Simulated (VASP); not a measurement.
# HfB2 (P6/mmm) in VASP: notebook

The runs below take HfB2 through single point, relaxation of cell and atoms, with PBE, BLYP+D3(BJ).

Program: VASP 6.6.1. These are calculated values, not measurements. Logs are shortened: lines on timing, memory, paths and dates and some standing lists are left out, and cuts for length are marked.

## Step 1: The cell of the first run

It takes space group P6/mmm (No. 191, hexagonal). Conventional cell: a = 3.140 Å, b = 3.140 Å, c = 3.480 Å, α = 90.00°, β = 90.00°, γ = 120.00°. Hf (site symmetry 6/mmm) has 12 B at 2.51 Å and 6 Hf at 3.14 Å within 3.3 Å. B (site symmetry -6m2) has 3 B at 1.81 Å within 2.4 Å.

## Step 2: Single point, PBE

The input, INCAR:

```
SYSTEM = HfB2
PREC = Accurate
ENCUT = 520
EDIFF = 1E-6
ISMEAR = 0
SIGMA = 0.03
LREAL = .False.
LASPH = .True.
NELM = 80
ALGO = Normal
ISIF = 2
LWAVE = .False.
LCHARG = .True.
GGA = PE
LELF = .True.
LVHAR = .True.
NBANDS = 15
```

The input, KPOINTS:

```
Automatic mesh
0
Gamma
  10 10 8
  0 0 0
```

The input, POSCAR:

```
HfB2
1.0
    3.1400000000      0.0000000000      0.0000000000
   -1.5700000000      2.7193197679      0.0000000000
    0.0000000000      0.0000000000      3.4800000000
Hf B
1 2
Direct
    0.0000000000      0.0000000000      0.0000000000
    0.6666666667      0.3333333333      0.5000000000
    0.3333333333      0.6666666667      0.5000000000
```

Potentials or basis: VASP PAW PBE potentials, release 64 (Hf_pv, B).

The run is started by

```sh
$ cat potpaw_PBE.64/Hf_pv/POTCAR potpaw_PBE.64/B/POTCAR > POTCAR
$ mpirun -np 1 vasp_std > vasp.out
```

OUTCAR:

```text
SYSTEM = HfB2
   PREC = Accurate
   ENCUT = 520
   EDIFF = 1E-6
   ISMEAR = 0
   LREAL = .False.
   LASPH = .True.
   NELM = 80
   ISIF = 2
   GGA = PE

 ion  position               nearest neighbor table
   1  0.000  0.000  0.000-   2 2.51   3 2.51   2 2.51   3 2.51   2 2.51   2 2.51   3 2.51   3 2.51
                             2 2.51   2 2.51   3 2.51   3 2.51
   2  0.667  0.333  0.500-   3 1.81   3 1.81   3 1.81   1 2.51   1 2.51   1 2.51   1 2.51   1 2.51
                             1 2.51
   3  0.333  0.667  0.500-   2 1.81   2 1.81   2 1.81   1 2.51   1 2.51   1 2.51   1 2.51   1 2.51
                             1 2.51

  LATTYP: Found a hexagonal cell.
 ALAT       =     3.1400000000
 C/A-ratio  =     1.1082802548

  Lattice vectors:

 A1 = (   3.1400000000,   0.0000000000,   0.0000000000)
 A2 = (  -1.5700000000,   2.7193197679,   0.0000000000)
 A3 = (   0.0000000000,   0.0000000000,   3.4800000000)

Analysis of symmetry for initial positions (statically):
=====================================================================
 Subroutine PRICEL returns:
 Original cell was already a primitive cell.

 Routine SETGRP: Setting up the symmetry group for a
 hexagonal supercell.

 Subroutine GETGRP returns: Found 24 space group operations
 (whereof 24 operations were pure point group operations)
 out of a pool of 24 trial point group operations.

The static configuration has the point symmetry D_6h.

Analysis of symmetry for dynamics (positions and initial velocities):
=====================================================================
 Subroutine PRICEL returns:
 Original cell was already a primitive cell.

 Routine SETGRP: Setting up the symmetry group for a
 hexagonal supercell.

 Subroutine GETGRP returns: Found 24 space group operations
 (whereof 24 operations were pure point group operations)
 out of a pool of 24 trial point group operations.

The dynamic configuration has the point symmetry D_6h.

 Subroutine INISYM returns: Found 24 space group operations
 (whereof 24 operations are pure point group operations),
 and found     1 'primitive' translations

----------------------------------------------------------------------------------------

                                     Primitive cell

  volume of cell :      29.7146

  direct lattice vectors                    reciprocal lattice vectors
     3.140000000  0.000000000  0.000000000     0.318471338  0.183869512  0.000000000
    -1.570000000  2.719319768  0.000000000     0.000000000  0.367739025  0.000000000
     0.000000000  0.000000000  3.480000000     0.000000000  0.000000000  0.287356322

  length of vectors
[... 94 lines left out ...]
   PSTRESS=    0.0 pullay stress
   NELECT =      16.0000    total number of electrons
   NUPDOWN=      -1.0000    fix difference up-down
   EMIN   =  10.00;   EMAX   =-10.00  energy-range for DOS
   EFERMI =   0.00;   METHOD = LEGACY
   ISMEAR =     0;   SIGMA  =   0.03  broadening in eV -4-tet -1-fermi 0-gaus
   EFERMI_NEDOS =   21; number of points for ismear=-14 and -15
   IALGO  =     38    algorithm
   IMIX   =      4    mixing-type and parameters
     AMIX     =   0.40;   BMIX     =  1.00
     AMIX_MAG =   1.60;   BMIX_MAG =  1.00
  volume/ion in A,a.u.               =       9.90        66.84
  Fermi-wavevector in a.u.,A,eV,Ry     =   1.331860  2.516850 24.134693  1.773850
  Thomas-Fermi vector in A             =   2.460838
   LORBIT       =      0    0 simple, 1 ext, 2 COOP (PROOUT), +10 PAW based schemes
   GGA     = PE    functional components
   LHFCALC =     F    Hartree Fock is set to
   AEXX    =    0.0000 exact exchange contribution
   IVDW    =     0    specifies the selected vdW correction
   LEPSILON=     F    determine dielectric tensor
   LRPA    =     F    only Hartree local field effects (RPA)
 non-spin polarized calculation
 Gauss-broadening in eV      SIGMA  =   0.03
  energy-cutoff  :      520.00
  volume of cell :       29.71
 maximum number of plane-waves:       816
 NGX is ok and might be reduce to    24
   NGX = 11   NGY = 11   NGZ = 13

 number of electron      15.9999998 magnetization

 Free energy of the ion-electron system (eV)
  ---------------------------------------------------
  ext. energy  EPLUGINS =         0.00000000
  ---------------------------------------------------
  free energy    TOTEN  =       -26.39767579 eV

  energy without entropy =      -26.39721112  energy(sigma->0) =      -26.39744345

 E-fermi :   7.5118     XC(G=0): -12.5969

 val. band max:        7.5037829453   @ k =   0.2000   0.2000   0.1250
 cond. band min:       7.8042844430   @ k =   0.1000   0.1000   0.2500
 fundamental gap:      0.3005014977
 Fermi energy:         7.5118190235

 k-point     1 :       0.0000    0.0000    0.0000
  band No.  band energies     occupation
      1     -22.9618      2.00000
      2     -22.4723      2.00000
      3     -22.4723      2.00000
      4      -6.0813      2.00000
      5       4.6655      2.00000
      6       4.7735      2.00000
      7       4.7735      2.00000
      8       4.8890      2.00000
      9      11.6964      0.00000
     10      11.6964      0.00000
     11      12.3287      0.00000
     12      12.3287      0.00000
     13      12.6626      0.00000
     14      12.6666      0.00000
[... 401 lines left out ...]
      2     -22.8637      2.00000
      3     -22.6869      2.00000
      4      -2.2875      2.00000
      5      -0.9206      2.00000
      6       3.0245      2.00000
      7       3.9062      2.00000
      8       5.4501      2.00000
      9       8.8209      0.00000
     10      11.8019      0.00000
     11      11.8785      0.00000
     12      13.9457      0.00000
     13      15.1698      0.00000
     14      16.1058      0.00000
     15      18.4913      0.00000

 [... further k-points ...]
[... 5 lines left out ...]
  --------------------------------------------------------------------------------------
  -------------------------------------------------------------------------------------
  Total        0.1327438      0.1327438      0.2929907      0.0000000      0.0000000      0.0000000
  in kB        7.1574040      7.1574040     15.7977488      0.0000000      0.0000000      0.0000000
  external PRESSURE =      10.0375190 kB  Pullay stress =       0.0000000 kB

 VOLUME and BASIS-vectors are now :
 -----------------------------------------------------------------------------
  energy-cutoff  :      520.00
  volume of cell :       29.71
      direct lattice vectors                 reciprocal lattice vectors
     3.140000000  0.000000000  0.000000000     0.318471338  0.183869512  0.000000000
    -1.570000000  2.719319768  0.000000000     0.000000000  0.367739025  0.000000000
     0.000000000  0.000000000  3.480000000     0.000000000  0.000000000  0.287356322

 POSITION                                       TOTAL-FORCE (eV/Angst)
 -----------------------------------------------------------------------------------
      0.00000      0.00000      0.00000        -0.000000      0.000000      0.000000
      1.57000      0.90644      1.74000         0.000000      0.000000      0.000000
     -0.00000      1.81288      1.74000        -0.000000      0.000000     -0.000000
 -----------------------------------------------------------------------------------
    total drift:                               -0.000000      0.000000      0.000000

  FREE ENERGIE OF THE ION-ELECTRON SYSTEM (eV)
  ---------------------------------------------------
  free  energy   TOTEN  =       -26.3976757864 eV

  energy  without entropy=      -26.3972111232  energy(sigma->0) =      -26.39744345
```

OSZICAR:

```text
N       E                     dE             d eps       ncg     rms          rms(c)
DAV:   1     0.293662917356E+02    0.29366E+02   -0.81747E+03  2100   0.102E+03
DAV:   2    -0.271828327287E+02   -0.56549E+02   -0.53064E+02  2830   0.222E+02
DAV:   3    -0.287647536503E+02   -0.15819E+01   -0.15745E+01  2716   0.271E+01
DAV:   4    -0.287713562118E+02   -0.66026E-02   -0.66017E-02  2527   0.214E+00
DAV:   5    -0.287713950542E+02   -0.38842E-04   -0.38843E-04  2674   0.146E-01    0.525E+01
DAV:   6    -0.265125966305E+02    0.22588E+01   -0.27735E+00  2534   0.120E+01    0.384E+01
DAV:   7    -0.264641752766E+02    0.48421E-01   -0.96382E-01  2625   0.713E+00    0.117E+01
DAV:   8    -0.264020201092E+02    0.62155E-01   -0.23696E-01  2422   0.368E+00    0.168E+00
DAV:   9    -0.263978007497E+02    0.42194E-02   -0.18660E-02  2436   0.110E+00    0.363E-01
DAV:  10    -0.263976718103E+02    0.12894E-03   -0.70759E-04  2625   0.216E-01    0.267E-01
DAV:  11    -0.263976785556E+02   -0.67454E-05   -0.50938E-05  2597   0.538E-02    0.119E-01
DAV:  12    -0.263976756790E+02    0.28766E-05   -0.37823E-06  2478   0.147E-02    0.135E-02
DAV:  13    -0.263976757864E+02   -0.10742E-06   -0.20499E-07  1211   0.381E-03
   1 F= -.26397676E+02 E0= -.26397443E+02  d E =-.464663E-03
```

stdout:

```text
POSCAR found type information on POSCAR HfB
 POSCAR found :  2 types and       3 ions
 scaLAPACK will be used
 LDA part: xc-table for (Slater+PW92), standard interpolation
 POSCAR, INCAR and KPOINTS ok, starting setup
 FFT: planning ... GRIDC
 FFT: planning ... GRID_SOFT
 FFT: planning ... GRID
 WAVECAR not read
 entering main loop
```

Run time: 33 s. Hardware: 1 thread of Intel Xeon Platinum 8375C at 2.90GHz (Ice Lake), shared host; peak memory 0.16 GiB.

What came out:

```yaml
Free_energy: -26.3977 eV
Pressure: 1.0 GPa
Band_gap_on_the_k_mesh: zero (band 8 reaches 8.26 eV, above the bottom of band 9 at 7.43 eV)
```

Caveat: spin-orbit coupling is left out, which moves the levels of the heavy elements.

## Step 3: Relaxation of cell and atoms, BLYP+D3(BJ)

The input, INCAR:

```
SYSTEM = HfB2
AGGAC = 1.0
AGGAX = 1.0
ALDAC = 0.0
ALDAX = 1.0
ALGO = Normal
EDIFF = 1E-7
EDIFFG = -0.01
ENCUT = 600
GGA = B5
IBRION = 2
ISIF = 3
ISMEAR = -1
IVDW = 12
LASPH = .True.
LCHARG = .False.
LREAL = .False.
LWAVE = .False.
NELM = 80
NSW = 60
PREC = Accurate
SIGMA = 0.05
VDW_A1 = 0.4298
VDW_A2 = 4.2359
VDW_S6 = 1.0
VDW_S8 = 2.6996
```

The input, KPOINTS:

```
k-points
0
Gamma
  10 10 8
  0 0 0
```

POSCAR is that of step 2.

Potentials or basis: VASP PAW PBE potentials, release 64 (Hf_pv, B).

The run is started by

```sh
$ cat potpaw_PBE.64/Hf_pv/POTCAR potpaw_PBE.64/B/POTCAR > POTCAR
$ mpirun -np 1 vasp_std > vasp.out
```

OUTCAR:

```text
SYSTEM = HfB2
   EDIFF = 1E-7
   EDIFFG = -0.01
   ENCUT = 600
   GGA = B5
   IBRION = 2
   ISIF = 3
   ISMEAR = -1
   IVDW = 12
   LASPH = .True.
   LREAL = .False.
   NELM = 80
   NSW = 60
   PREC = Accurate
 IVDW          = 12

 ion  position               nearest neighbor table
   1  0.000  0.000  0.000-   2 2.51   3 2.51   2 2.51   3 2.51   2 2.51   2 2.51   3 2.51   3 2.51
                             2 2.51   2 2.51   3 2.51   3 2.51
   2  0.667  0.333  0.500-   3 1.81   3 1.81   3 1.81   1 2.51   1 2.51   1 2.51   1 2.51   1 2.51
                             1 2.51
   3  0.333  0.667  0.500-   2 1.81   2 1.81   2 1.81   1 2.51   1 2.51   1 2.51   1 2.51   1 2.51
                             1 2.51

  LATTYP: Found a hexagonal cell.
 ALAT       =     3.1400000000
 C/A-ratio  =     1.1082802548

  Lattice vectors:

 A1 = (   3.1400000000,   0.0000000000,   0.0000000000)
 A2 = (  -1.5700000000,   2.7193197679,   0.0000000000)
 A3 = (   0.0000000000,   0.0000000000,   3.4800000000)

Analysis of symmetry for initial positions (statically):
=====================================================================
 Subroutine PRICEL returns:
 Original cell was already a primitive cell.

 Routine SETGRP: Setting up the symmetry group for a
 hexagonal supercell.

 Subroutine GETGRP returns: Found 24 space group operations
 (whereof 24 operations were pure point group operations)
 out of a pool of 24 trial point group operations.

The static configuration has the point symmetry D_6h.

Analysis of symmetry for dynamics (positions and initial velocities):
=====================================================================
 Subroutine PRICEL returns:
 Original cell was already a primitive cell.

 Routine SETGRP: Setting up the symmetry group for a
 hexagonal supercell.

 Subroutine GETGRP returns: Found 24 space group operations
 (whereof 24 operations were pure point group operations)
 out of a pool of 24 trial point group operations.

The dynamic configuration has the point symmetry D_6h.

 Subroutine INISYM returns: Found 24 space group operations
 (whereof 24 operations are pure point group operations),
 and found     1 'primitive' translations

----------------------------------------------------------------------------------------

[... 114 lines left out ...]
     AMIX_MAG =   1.60;   BMIX_MAG =  1.00
  volume/ion in A,a.u.               =       9.90        66.84
  Fermi-wavevector in a.u.,A,eV,Ry     =   1.331860  2.516850 24.134693  1.773850
  Thomas-Fermi vector in A             =   2.460838
   LORBIT       =      0    0 simple, 1 ext, 2 COOP (PROOUT), +10 PAW based schemes
   GGA     = B5    functional components
   LHFCALC =     F    Hartree Fock is set to
   AEXX    =    0.0000 exact exchange contribution
   IVDW    =    12    specifies the selected vdW correction
   LEPSILON=     F    determine dielectric tensor
   LRPA    =     F    only Hartree local field effects (RPA)
 conjugate gradient relaxation of ions
 non-spin polarized calculation
  energy-cutoff  :      600.00
  volume of cell :       29.71
 maximum number of plane-waves:      1010
 NGX is ok and might be reduce to    28
   NGX = 13   NGY = 13   NGZ = 13

--------------------------------------- Ionic step        1  -------------------------------------------

 number of electron      15.9999999 magnetization

 Free energy of the ion-electron system (eV)
  ---------------------------------------------------
  ext. energy  EPLUGINS =         0.00000000
  ---------------------------------------------------
  free energy    TOTEN  =       -23.36498638 eV

  energy without entropy =      -23.36229795  energy(sigma->0) =      -23.36364217

------------------------ aborting loop because EDIFF is reached ----------------------------------------

 Edisp (eV)   -2.50507

 E8    (eV) :    -1.8667
[... 114 lines left out ...]
--------------------------------------- Ionic step        4  -------------------------------------------

 number of electron      15.9999999 magnetization

 Free energy of the ion-electron system (eV)
  ---------------------------------------------------
  ext. energy  EPLUGINS =         0.00000000
  ---------------------------------------------------
  free energy    TOTEN  =       -23.32412772 eV

  energy without entropy =      -23.32168560  energy(sigma->0) =      -23.32290666

 E-fermi :   8.2491     XC(G=0): -12.0456

 val. band max:        8.2054655498   @ k =   0.2000   0.2000   0.1250
 cond. band min:       8.3559910373   @ k =   0.0000   0.0000   0.2500
 fundamental gap:      0.1505254875
 Fermi energy:         8.2491305325

 k-point     1 :       0.0000    0.0000    0.0000
  band No.  band energies     occupation
      1     -22.3023      2.00000
      2     -21.7562      2.00000
      3     -21.7562      2.00000
      4      -5.4032      2.00000
      5       5.3312      2.00000
      6       5.4692      2.00000
      7       5.4692      2.00000
      8       5.4910      2.00000
      9      12.3844      0.00000
     10      12.3844      0.00000
     11      12.8140      0.00000
     12      12.8140      0.00000
[... 331 lines left out ...]
 k-point    24 :       0.4000    0.1000    0.1250
  band No.  band energies     occupation
      1     -22.5531      2.00000
      2     -22.1854      2.00000
      3     -21.9960      2.00000
      4      -1.5892      2.00000
      5      -0.2226      2.00000
      6       3.7221      2.00000
      7       4.4904      2.00000
      8       6.1132      2.00000
      9       9.4994      0.00000
     10      12.5010      0.00000
     11      12.6551      0.00000
     12      14.7095      0.00000

 [... further k-points ...]

------------------------ aborting loop because EDIFF is reached ----------------------------------------

 Edisp (eV)   -2.56388

 E8    (eV) :    -1.9109
[... 26 lines left out ...]
  FREE ENERGIE OF THE ION-ELECTRON SYSTEM (eV)
  ---------------------------------------------------
  free  energy   TOTEN  =       -25.8880042410 eV

  energy  without entropy=      -25.8855621209  energy(sigma->0) =      -25.88678318

 reached required accuracy - stopping structural energy minimisation
```

OSZICAR:

```text
N       E                     dE             d eps       ncg     rms          rms(c)
DAV:   1     0.370969560665E+02    0.37097E+02   -0.92896E+03  1680   0.143E+03
DAV:   2    -0.241139151378E+02   -0.61211E+02   -0.57257E+02  2060   0.258E+02
DAV:   3    -0.261226629694E+02   -0.20087E+01   -0.19828E+01  2204   0.352E+01
[... 36 lines left out ...]
DAV:   2    -0.233245516935E+02    0.82514E-03   -0.16747E-03  1984   0.384E-01    0.242E-01
DAV:   3    -0.233241518746E+02    0.39982E-03   -0.43369E-04  2052   0.177E-01    0.104E-01
DAV:   4    -0.233241286983E+02    0.23176E-04   -0.49003E-05  2244   0.593E-02    0.657E-02
DAV:   5    -0.233241277407E+02    0.95758E-06   -0.41606E-06  2016   0.162E-02    0.492E-03
DAV:   6    -0.233241277156E+02    0.25078E-07   -0.37339E-07  1988   0.516E-03
   4 F= -.25888004E+02 E0= -.25886783E+02  d E =-.116824E-02
```

CONTCAR:

```text
HfB2
   1.00000000000000
     3.1010382646865051    0.0000000000000000   -0.0000000000000000
    -1.5505191323432526    2.6855779153423613    0.0000000000000000
    -0.0000000000000000    0.0000000000000000    3.4905672152969767
  Hf              B
     1     2
Direct
     0.0000000000000000    1.0000000000000000    1.0000000000000000
     0.6666666667000030    0.3333333332999970    0.5000000000000000
     0.3333333332999970    0.6666666667000030    0.5000000000000000

  0.00000000E+00  0.00000000E+00  0.00000000E+00
  0.00000000E+00  0.00000000E+00  0.00000000E+00
  0.00000000E+00  0.00000000E+00  0.00000000E+00
```

It took 3 min on 1 thread of Intel Xeon Platinum 8375C at 2.90GHz (Ice Lake), shared host; peak memory 0.19 GiB.

What came out:

```yaml
Free_energy: -25.8880 eV
Relaxed_volume: 9.69 Å³/atom
Relaxed_cell: a = 3.101 Å, b = 3.101 Å, c = 3.491 Å, α = 90.00°, β = 90.00°, γ = 120.00°
Space_group_after_relaxing_to_0.05_Å: P6/mmm (No. 191)
Energy_gained_by_relaxing: 6.0 meV/atom
Ionic_steps: 4
Pressure_after_relaxing: 0.0 GPa
Band_gap_on_the_k_mesh: zero (band 8 reaches 9.12 eV, above the bottom of band 9 at 8.10 eV)
Dispersion_energy_per_atom: -0.855 eV
```

The path:
```
step  energy change (eV)  largest force (eV/Å)  pressure (GPa)  volume (Å³)
   1              0.0000                0.0000           -5.82        29.71
   2              0.0052                0.0000            8.57        28.19
   3             -0.0168                0.0000            0.53        28.99
   4             -0.0180                0.0000           -0.03        29.07
```

Final structure:
```yaml
crystal:
  lattice:
    - [3.10104, 0.00000, 0.00000]
    - [-1.55052, 2.68558, 0.00000]
    - [0.00000, 0.00000, 3.49057]
  atoms:
    - { symbol: Hf, position: [0.00000, 0.00000, 0.00000] }
    - { symbol: B, position: [0.66667, 0.33333, 0.50000] }
    - { symbol: B, position: [0.33333, 0.66667, 0.50000] }
```

Levels at points of the mesh, in eV from the Fermi level:
```tsv
k point	band 4	band 5	band 6	band 7	band 8	band 9	band 10	band 11	band 12
(0.00, 0.00, 0.00)	-13.65	-2.92	-2.78	-2.78	-2.76	4.14	4.14	4.56	4.56
(0.50, 0.00, 0.00)	-9.65	-8.91	-4.20	-3.34	-2.73	2.21	2.81	5.70	5.92
(0.00, 0.00, 0.50)	-11.28	-8.21	-1.12	-1.12	0.61	0.61	1.07	1.07	2.02
(0.50, 0.00, 0.50)	-10.30	-7.42	-4.88	-4.61	-2.38	4.09	4.47	6.40	7.09
```

Caveat: the PAW data sets were made with another functional, which shifts forces and pressure a little; spin-orbit coupling is left out, which moves the levels of the heavy elements; pairwise dispersion overbinds metals, which lowers pressure and volume.
